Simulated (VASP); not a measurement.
# ZnO (zincite) (P6_3mc) in VASP: settings compared

ZnO (zincite) is run at these levels: revPBE, BLYP; tasks: relaxation of cell and atoms.

All numbers are computed with VASP 6.6.1; they aren't measurements. Logs are shortened: lines on timing, memory, paths and dates and some standing lists are left out, and cuts for length are marked.

**1. The cell of the first run**

The structure is hexagonal, space group P6_3mc (No. 186). The conventional cell has a = 3.249 Å, b = 3.249 Å, c = 5.206 Å, α = 90.00°, β = 90.00°, γ = 120.00°. Zn (site symmetry 3m) has 4 O at 1.97 to 1.98 Å within 2.6 Å. Within 2.6 Å of O (site symmetry 3m) lie 4 Zn at 1.97 to 1.98 Å.

**2. Relaxation of cell and atoms, revPBE**

INCAR reads:

```
ALGO = Normal ; EDIFF = 1E-6
EDIFFG = -0.01 ; ENCUT = 600
GGA = RE ; IBRION = 2
ISIF = 3 ; ISMEAR = -1
LASPH = True ; LCHARG = False
LREAL = False ; LWAVE = False
NELM = 80 ; NSW = 60
PREC = Accurate ; SIGMA = 0.05
```

KPOINTS reads:

```
k-points
0
Gamma
  9 9 5
```

POSCAR reads:

```
ZnO
1.0
    3.2493080000      0.0000000000      0.0000000000
   -1.6246540000      2.8139832727      0.0000000000
    0.0000000000      0.0000000000      5.2057090000
Zn O
2 2
Direct
    0.6666666667      0.3333333333      0.0000000000
    0.3333333333      0.6666666667      0.5000000000
    0.3333333333      0.6666666667      0.8790100000
    0.6666666667      0.3333333333      0.3790100000
```

Potentials or basis: VASP PAW PBE potentials, release 64 (Zn, O).

Run with:

```bash
$ cat potpaw_PBE.64/Zn/POTCAR potpaw_PBE.64/O/POTCAR > POTCAR
$ mpirun -np 1 vasp_std > vasp.out
```

OUTCAR:

```text
EDIFF = 1E-6
   EDIFFG = -0.01
   ENCUT = 600
   GGA = RE
   IBRION = 2
   ISIF = 3
   ISMEAR = -1
   LASPH = True
   LREAL = False
   NELM = 80
   NSW = 60
   PREC = Accurate

 ion  position               nearest neighbor table
   1  0.667  0.333  0.000-   4 1.97   3 1.98   3 1.98   3 1.98
   2  0.333  0.667  0.500-   3 1.97   4 1.98   4 1.98   4 1.98
   3  0.333  0.667  0.879-   2 1.97   1 1.98   1 1.98   1 1.98
   4  0.667  0.333  0.379-   1 1.97   2 1.98   2 1.98   2 1.98

  LATTYP: Found a hexagonal cell.
 ALAT       =     3.2493080000
 C/A-ratio  =     1.6020977390

  Lattice vectors:

 A1 = (   3.2493080000,   0.0000000000,   0.0000000000)
 A2 = (  -1.6246540000,   2.8139832727,   0.0000000000)
 A3 = (   0.0000000000,   0.0000000000,   5.2057090000)

Analysis of symmetry for initial positions (statically):
=====================================================================
 Subroutine PRICEL returns:
 Original cell was already a primitive cell.

 Routine SETGRP: Setting up the symmetry group for a
 hexagonal supercell.

 Subroutine GETGRP returns: Found 12 space group operations
 (whereof  6 operations were pure point group operations)
 out of a pool of 24 trial point group operations.

The static configuration has the point symmetry C_3v.
 The point group associated with its full space group is C_6v.

Analysis of symmetry for dynamics (positions and initial velocities):
=====================================================================
 Subroutine PRICEL returns:
 Original cell was already a primitive cell.

 Routine SETGRP: Setting up the symmetry group for a
 hexagonal supercell.

 Subroutine GETGRP returns: Found 12 space group operations
 (whereof  6 operations were pure point group operations)
 out of a pool of 24 trial point group operations.

The dynamic configuration has the point symmetry C_3v.
 The point group associated with its full space group is C_6v.

 Subroutine INISYM returns: Found 12 space group operations
 (whereof  6 operations are pure point group operations),
 and found     1 'primitive' translations

----------------------------------------------------------------------------------------

                                     Primitive cell

  volume of cell :      47.5984

  direct lattice vectors                    reciprocal lattice vectors
     3.249308000  0.000000000  0.000000000     0.307757836  0.177684070  0.000000000
    -1.624654000  2.813983273  0.000000000     0.000000000  0.355368139  0.000000000
     0.000000000  0.000000000  5.205709000     0.000000000  0.000000000  0.192096792

  length of vectors
     3.249308000  3.249308000  5.205709000     0.355368139  0.355368139  0.192096792

  position of ions in fractional coordinates (direct lattice)
     0.666666667  0.333333333  0.000000000
     0.333333333  0.666666667  0.500000000
     0.333333333  0.666666667  0.879010000
     0.666666667  0.333333333  0.379010000

  ion indices of the primitive-cell ions
   primitive index   ion index
                 1           1
                 2           2
                 3           3
                 4           4

----------------------------------------------------------------------------------------

 KPOINTS: k-points

Automatic generation of k-mesh.
 Grid dimensions read from file:
 generate k-points for:    9    9    5

 Generating k-lattice:

  Cartesian coordinates                     Fractional coordinates (reciprocal lattice)
     0.034195315  0.019742674  0.000000000     0.111111111  0.000000000  0.000000000
     0.000000000  0.039485349  0.000000000     0.000000000  0.111111111  0.000000000
     0.000000000  0.000000000  0.038419358     0.000000000  0.000000000  0.200000000

  Length of vectors
     0.039485349  0.039485349  0.038419358

  Shift w.r.t. Gamma in fractional coordinates (k-lattice)
     0.000000000  0.000000000  0.000000000

 Subroutine IBZKPT returns following result:
 ===========================================

 Found     36 irreducible k-points:

 Following reciprocal coordinates:
            Coordinates               Weight
  0.000000  0.000000  0.000000      1.000000
  0.111111  0.000000  0.000000      6.000000
  0.222222  0.000000  0.000000      6.000000
  0.333333  0.000000  0.000000      6.000000
  0.444444  0.000000  0.000000      6.000000
  0.111111  0.111111  0.000000      6.000000
[... 16 lines left out ...]
  0.333333  0.222222  0.200000     24.000000
  0.333333  0.333333  0.200000      4.000000
 [... further k-points ...]
   k-points           NKPTS =     36   k-points in BZ     NKDIM =     36   number of bands    NBANDS=     22
   number of dos      NEDOS =    301   number of ions     NIONS =      4
   total plane-waves  NPLWV =  32928
   dimension x,y,z NGX =    28 NGY =   28 NGZ =   42
   dimension x,y,z NGXF=    56 NGYF=   56 NGZF=   84
   ions per type =               2   2
   NGX,Y,Z   is equivalent  to a cutoff of  14.33, 14.33, 13.41 a.u.
   NGXF,Y,Z  is equivalent  to a cutoff of  28.65, 28.65, 26.83 a.u.
 SYSTEM =  unknown system
   PREC   = accura    normal or accurate (medium, high low for compatibility)
   ISTART =      0    job   : 0-new  1-cont  2-samecut
   ICHARG =      2    charge: 1-file 2-atom 10-const
   ISPIN  =      1    spin polarized calculation?
   LNONCOLLINEAR =      F non collinear calculations
   LSORBIT =      F    spin-orbit coupling
   LASPH  =      T    aspherical Exc in radial PAW
   ENCUT  =  600.0 eV  44.10 Ry    6.64 a.u.   6.49  6.49 10.40*2*pi/ulx,y,z
   NELM   =     80;   NELMIN=  2; NELMDL= -5     # of ELM steps
   EDIFF  = 0.1E-05   stopping-criterion for ELM
   LREAL  =      F    real-space projection
   EDIFFG = -.1E-01   stopping-criterion for IOM
   NSW    =     60    number of steps for IOM
   IBRION =      2    ionic relax: 0-MD 1-quasi-New 2-CG
   NFREE  =      1    steps in history (QN), initial steepest desc. (CG)
   ISIF   =      3    stress and relaxation
   ISYM   =      2    0-nonsym 1-usesym 2-fastsym
   POTIM  = 0.5000    time-step for ionic-motion
   TEBEG  =    0.0;   TEEND  =   0.0 temperature during run
   PSTRESS=    0.0 pullay stress
   NELECT =      36.0000    total number of electrons
   NUPDOWN=      -1.0000    fix difference up-down
   EMIN   =  10.00;   EMAX   =-10.00  energy-range for DOS
   EFERMI =   0.00;   METHOD = LEGACY
   ISMEAR =    -1;   SIGMA  =   0.05  broadening in eV -4-tet -1-fermi 0-gaus
   EFERMI_NEDOS =   21; number of points for ismear=-14 and -15
   IALGO  =     38    algorithm
   IMIX   =      4    mixing-type and parameters
     AMIX     =   0.40;   BMIX     =  1.00
     AMIX_MAG =   1.60;   BMIX_MAG =  1.00
  volume/ion in A,a.u.               =      11.90        80.30
  Fermi-wavevector in a.u.,A,eV,Ry     =   1.491574  2.818667 30.270160  2.224794
  Thomas-Fermi vector in A             =   2.604212
   LORBIT       =      0    0 simple, 1 ext, 2 COOP (PROOUT), +10 PAW based schemes
   GGA     = RE    functional components
   LHFCALC =     F    Hartree Fock is set to
   AEXX    =    0.0000 exact exchange contribution
   IVDW    =     0    specifies the selected vdW correction
   LEPSILON=     F    determine dielectric tensor
   LRPA    =     F    only Hartree local field effects (RPA)
 conjugate gradient relaxation of ions
 non-spin polarized calculation
  energy-cutoff  :      600.00
  volume of cell :       47.60
 maximum number of plane-waves:      1605
 NGX is ok and might be reduce to    28
   NGX = 13   NGY = 13   NGZ = 21

--------------------------------------- Ionic step        1  -------------------------------------------

 number of electron      36.0000008 magnetization

 Free energy of the ion-electron system (eV)
  ---------------------------------------------------
  ext. energy  EPLUGINS =         0.00000000
  ---------------------------------------------------
  free energy    TOTEN  =       -16.47964223 eV

  energy without entropy =      -16.47964007  energy(sigma->0) =      -16.47964115

------------------------ aborting loop because EDIFF is reached ----------------------------------------

  FORCE on cell =-STRESS in cart. coord.  units (eV):
  Direction    XX          YY          ZZ          XY          YZ          ZX
  --------------------------------------------------------------------------------------
  -------------------------------------------------------------------------------------
  Total        2.5745510      2.5745510      3.0874133      0.0000000      0.0000000      0.0000000
  in kB       86.6602243     86.6602243    103.9233344      0.0000000      0.0000000      0.0000000
  external PRESSURE =      92.4145943 kB  Pullay stress =       0.0000000 kB
[... 137 lines left out ...]
  energy  without entropy=      -16.5685533152  energy(sigma->0) =      -16.56855618

--------------------------------------- Ionic step        5  -------------------------------------------

 number of electron      36.0000007 magnetization

 Free energy of the ion-electron system (eV)
  ---------------------------------------------------
  ext. energy  EPLUGINS =         0.00000000
  ---------------------------------------------------
  free energy    TOTEN  =       -16.56860342 eV

  energy without entropy =      -16.56859765  energy(sigma->0) =      -16.56860053

 E-fermi :   1.1766     XC(G=0): -10.3589

 val. band max:        0.7563959702   @ k =   0.0000   0.0000   0.0000
 cond. band min:       1.5100277826   @ k =   0.0000   0.0000   0.0000
 fundamental gap:      0.7536318124
 Fermi energy:         1.1765947371

 k-point     1 :       0.0000    0.0000    0.0000
  band No.  band energies     occupation
      1     -16.8843      2.00000
      2     -16.2708      2.00000
      3      -4.6367      2.00000
      4      -4.6367      2.00000
      5      -4.5895      2.00000
      6      -4.4665      2.00000
[... 574 lines left out ...]
      6      -4.0580      2.00000
[... 14 lines left out ...]
     21       8.5942      0.00000
     22       8.8416      0.00000

 [... further k-points ...]
[... 5 lines left out ...]
  --------------------------------------------------------------------------------------
  -------------------------------------------------------------------------------------
  Total       -0.0328010     -0.0328010     -0.0015794      0.0000000      0.0000000     -0.0000000
  in kB       -1.0321055     -1.0321055     -0.0496982      0.0000000      0.0000000     -0.0000000
  external PRESSURE =      -0.7046364 kB  Pullay stress =       0.0000000 kB
[... 19 lines left out ...]
  FREE ENERGIE OF THE ION-ELECTRON SYSTEM (eV)
  ---------------------------------------------------
  free  energy   TOTEN  =       -16.5686034181 eV

  energy  without entropy=      -16.5685976460  energy(sigma->0) =      -16.56860053

 reached required accuracy - stopping structural energy minimisation
```

Wall time 4.5 min (1 thread of Intel Xeon Platinum 8488C (Sapphire Rapids), shared host); peak memory 0.2 GiB.

Results:

* Free energy: -16.5686 eV
* Relaxed volume: 12.73 Å³/atom
* Relaxed cell: a = 3.317 Å, b = 3.317 Å, c = 5.342 Å, α = 90.00°, β = 90.00°, γ = 120.00°
* Space group after relaxing (to 0.05 Å): P6_3mc (No. 186)
* Energy gained by relaxing: 22.2 meV/atom
* Ionic steps: 5
* Pressure after relaxing: -0.1 GPa
* Largest force after relaxing: 0.009 eV/Å
* Band gap on the k mesh: 0.75 eV, direct

Forces on the atoms (eV/Å):
```
Zn   0.000  0.000  0.009
Zn   0.000  0.000  0.009
O    0.000  0.000 -0.009
O    0.000  0.000 -0.009
```

The path:
| step | energy change (eV) | largest force (eV/Å) | pressure (GPa) | volume (Å³) |
| --- | --- | --- | --- | --- |
| 1 | 0.0000 | 0.0788 | 9.24 | 47.60 |
| 2 | -0.0710 | 0.0234 | -3.39 | 52.48 |
| 3 | -0.0889 | 0.0018 | 0.04 | 50.86 |
| 4 | -0.0889 | 0.0029 | -0.07 | 50.92 |
| 5 | -0.0890 | 0.0093 | -0.07 | 50.92 |

Final structure:
```yaml
crystal:
  lattice:
    - [3.31746, 0.00000, 0.00000]
    - [-1.65873, 2.87300, 0.00000]
    - [0.00000, 0.00000, 5.34234]
  atoms:
    - { symbol: Zn, position: [0.66667, 0.33333, 0.99951] }
    - { symbol: Zn, position: [0.33333, 0.66667, 0.49951] }
    - { symbol: O, position: [0.33333, 0.66667, 0.87950] }
    - { symbol: O, position: [0.66667, 0.33333, 0.37950] }
```

Levels at points of the mesh, in eV from the valence-band top:
```tsv
k point	band 15	band 16	band 17	band 18	band 19	band 20	band 21	band 22
(0.00, 0.00, 0.00)	-0.71	-0.07	0.00	0.00	0.75	5.04	8.07	12.62
```

Caveat: the PAW data sets were made with another functional, which shifts forces and pressure a little. revPBE gaps usually lie below the measured ones, often by a third to a half.

(Part 1 of 2 ends here.)
